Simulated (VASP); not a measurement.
Here is a VASP 6.6.1 calculation.

POSCAR

```
CdSe
1.0
    4.2064000625      0.0000000000      0.0000000000
   -2.1032000313      3.6428493126      0.0000000000
    0.0000000000      0.0000000000      6.8571159472
Cd Se
2 2
Direct
    0.3333333333      0.6666666667      0.0045109635
    0.6666666667      0.3333333333      0.5045109635
    0.3333333333      0.6666666667      0.3804890365
    0.6666666667      0.3333333333      0.8804890365
```

Contents of INCAR.step1:

```
SYSTEM = CdSe
PREC = Accurate
ENCUT = 600
ISMEAR = 0
SIGMA = 0.02
LREAL = .False.
LASPH = .True.
NELM = 100
GGA = PE
ALGO = Normal
EDIFF = 1E-4
LWAVE = .True.
LCHARG = .False.
```

Contents of INCAR.step2:

```
SYSTEM = CdSe
PREC = Accurate
ENCUT = 600
EDIFF = 1E-6
ISMEAR = 0
SIGMA = 0.02
LREAL = .False.
LASPH = .True.
NELM = 100
ALGO = Normal
ISIF = 4
LWAVE = .False.
LCHARG = .False.
METAGGA = R2SCAN
LMIXTAU = .True.
IBRION = 2
NSW = 50
EDIFFG = -0.01
ISTART = 1
```

File KPOINTS:

```
regular mesh
0
Gamma
  6 6 4
  0 0 0
```

Potentials or basis: VASP PAW PBE potentials, release 64 (Cd, Se).

Launch:

```console
$ cat potpaw_PBE.64/Cd/POTCAR potpaw_PBE.64/Se/POTCAR > POTCAR
$ cp INCAR.step1 INCAR
$ mpirun -np 1 vasp_std > vasp.out
$ cp INCAR.step2 INCAR
$ mpirun -np 1 vasp_std > vasp.out
```

(1) Predict the band gap on the k mesh.

Answers

(1) 1.32 eV.
